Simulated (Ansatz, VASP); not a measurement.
## Two plane-wave programs on C

```
CELL_PARAMETERS angstrom
2.49861 0.00000 0.00000
-1.24931 2.16386 0.00000
0.00000 0.00000 4.16102
ATOMIC_POSITIONS crystal
C 0.33333 0.66667 0.99986
C 0.66667 0.33333 0.49986
C 0.33333 0.66667 0.37414
C 0.66667 0.33333 0.87414
```

Alike in both runs: task relaxation of cell and atoms; functional PBEsol; k mesh 9 × 9 × 6; occupations gaussian, width 0.02 eV; no spin polarisation.

|  | VASP | Ansatz |
| --- | --- | --- |
| version | VASP 6.6.1 | Ansatz 0.2.0 |
| potentials or method | VASP PAW PBE potentials, release 64 (C), cutoff 600 eV | scalar-relativistic, plane waves, PAW |
| valence electrons in the cell | 16 | 16 |

VASP gave:

* gap on the k mesh at the Fermi level, each at its own relaxed structure (eV): 3.04
* relaxed volume (Å³/atom): 5.63
* relaxed cell length with the largest relative difference (Å): 2.500

Estimate Ansatz's values.

gap on the k mesh at the Fermi level, each at its own relaxed structure (eV): 3.06; relaxed volume (Å³/atom): 5.62; relaxed cell length with the largest relative difference (Å): 2.499.

VASP's potentials were made for PBE, not for PBEsol, and Ansatz warns of the same on its side.
